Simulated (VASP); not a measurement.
A run of VASP 6.6.1:

Contents of POSCAR:

```
HfO2
1.0
    0.0000000000      2.5824943900      2.5824943900
    2.5824943900      0.0000000000      2.5824943900
    2.5824943900      2.5824943900      0.0000000000
Hf O
1 2
Direct
    0.0000000000      0.0000000000      0.0000000000
    0.2500000000      0.2500000000      0.2500000000
    0.7500000000      0.7500000000      0.7500000000
```

INCAR.step1

```
SYSTEM = HfO2
ALGO = Normal
EDIFF = 1E-4
ENCUT = 520
GGA = PE
ISMEAR = -1
LASPH = .True.
LCHARG = .False.
LREAL = .False.
LWAVE = .True.
NBANDS = 18
NELM = 80
PREC = Accurate
SIGMA = 0.1
```

The input INCAR.step2:

```
SYSTEM = HfO2
ALGO = Normal
EDIFF = 1E-7
ENCUT = 520
ISIF = 2
ISMEAR = -1
ISTART = 1
LASPH = .True.
LCHARG = .False.
LMIXTAU = .True.
LREAL = .False.
LWAVE = .False.
METAGGA = R2SCAN
NBANDS = 18
NELM = 80
PREC = Accurate
SIGMA = 0.1
```

File KPOINTS:

```
k-points
0
Gamma
  12 12 12
  0 0 0
```

Potentials or basis: VASP PAW PBE potentials, release 64 (Hf_pv, O).

Command:

```console
$ cat potpaw_PBE.64/Hf_pv/POTCAR potpaw_PBE.64/O/POTCAR > POTCAR
$ cp INCAR.step1 INCAR
$ mpirun -np 1 vasp_std > vasp.out
$ cp INCAR.step2 INCAR
$ mpirun -np 1 vasp_std > vasp.out
```

Hardware: 1 thread of Intel(R) Xeon(R) Platinum 8259CL CPU @ 2.50GHz (Skylake/Cascade Lake) (shared host).

Problem. Estimate the wall time of this run.

Solution. Wall time 3.6 min on 1 thread of Intel(R) Xeon(R) Platinum 8259CL CPU @ 2.50GHz (Skylake/Cascade Lake), with other jobs on the host, peak memory 0.19 GiB. Counts: k points 72.
